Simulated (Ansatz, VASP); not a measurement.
# Two plane-wave programs on Cr

POSCAR

```
Cr
1.0
    2.8541050175      0.0000000000      0.0000000000
   -1.4270525088      2.4717274502      0.0000000000
    0.0000000000      0.0000000000      3.8776696021
Cr
2
Direct
    0.3333333333      0.6666666667      0.2500000000
    0.6666666667      0.3333333333      0.7500000000
```

The input INCAR.step1:

```
SYSTEM = Cr
ALGO     = Normal         ! electronic algorithm
EDIFF    = 1E-4           ! SCF threshold, eV
ENCUT    = 520            ! plane-wave cutoff, eV
GGA      = PE             ! functional
ISMEAR   = -1             ! smearing method
ISPIN    = 2              ! spin polarisation
LASPH    = .TRUE.         ! aspherical terms in the spheres
LCHARG   = .FALSE.        ! write CHGCAR
LMAXMIX  = 4              ! l up to which the mixer works
LREAL    = .FALSE.        ! projectors in reciprocal space
LWAVE    = .TRUE.         ! write WAVECAR
MAGMOM   = 3.096 -3.096   ! initial moments
NBANDS   = 23             ! bands
NELM     = 150            ! most SCF steps
PREC     = Accurate       ! precision mode
SIGMA    = 0.05           ! smearing width, eV
```

File INCAR.step2:

```
SYSTEM = Cr
ALGO     = Normal         ! electronic algorithm
EDIFF    = 1E-7           ! SCF threshold, eV
ENCUT    = 520            ! plane-wave cutoff, eV
ISIF     = 2              ! what is computed and relaxed
ISMEAR   = -1             ! smearing method
ISPIN    = 2              ! spin polarisation
ISTART   = 1            
LASPH    = .TRUE.         ! aspherical terms in the spheres
LCHARG   = .TRUE.         ! write CHGCAR
LELF     = .TRUE.         ! ELF
LMAXMIX  = 4              ! l up to which the mixer works
LMIXTAU  = .TRUE.       
LORBIT   = 11             ! projections on sites
LREAL    = .FALSE.        ! projectors in reciprocal space
LVHAR    = .TRUE.       
LWAVE    = .FALSE.        ! write WAVECAR
MAGMOM   = 3.096 -3.096   ! initial moments
METAGGA  = R2SCAN         ! meta-GGA
NBANDS   = 23             ! bands
NELM     = 150            ! most SCF steps
PREC     = Accurate       ! precision mode
SIGMA    = 0.05           ! smearing width, eV
```

Contents of KPOINTS:

```
k-points
0
G
  14 14 9
  0 0 0
```

Input for Ansatz:

```yaml
crystal:
  lattice:
    - [2.8541050175, 0.0, 0.0]
    - [-1.4270525088, 2.4717274502, 0.0]
    - [0.0, 0.0, 3.8776696021]
  atoms:
    - { symbol: Cr, position: [0.3333333333, 0.6666666667, 0.25], spin: 3.096 }
    - { symbol: Cr, position: [0.6666666667, 0.3333333333, 0.75], spin: -3.096 }
hamiltonian:
  xc: r2scan
  pseudopotentials:
    kind: paw
    azcp:
      Cr: "pseudopotentials/Cr.paw.azcp"
basis:
  ecutwfc: 500
  fft_grid_basis: typed
kpoints:
  mp_grid: { grid: [14, 14, 9], shift: [0, 0, 0] }
magnetization:
  spin_polarized: true
scf:
  occupations: { method: fermi_dirac, width: 0.05 }
  lower_state_search: "off"
output:
  stress: true
```

Alike in both runs: task single point; functional r2SCAN; k mesh 14 × 14 × 9; occupations fermi-dirac, width 0.05 eV; collinear spin.

|  | VASP | Ansatz |
| --- | --- | --- |
| version | VASP 6.6.1 | Ansatz 0.2.0 |
| potentials or method | VASP PAW PBE potentials, release 64 (Cr_pv), cutoff 520 eV | plane waves (500 eV) with PAW, scalar-relativistic |
| valence electrons in the cell | 24 | 28 |

Ansatz gave:

```
pressure (GPa)                                                : 6.2
traceless stress, the component that is largest in VASP (GPa) : 0.93
net moment per atom (μB)                                      : 0.00
size of the moment on the site where the two differ most (μB) : 2.80
```

Problem. What did VASP give for the same quantities?

Solution. Pressure (GPa): 6.6; traceless stress, the component that is largest in VASP (GPa): 1.24; net moment per atom (μB): 0.00; size of the moment on the site where the two differ most (μB): 2.96.

VASP's potentials were made for PBE, not for r2SCAN. Site moments also hang on the region over which each program counts them. VASP's potentials hold 24 valence electrons a cell and Ansatz's 28, so a difference there can come from the potentials and not from the codes. Ansatz's warnings: stability check not made.
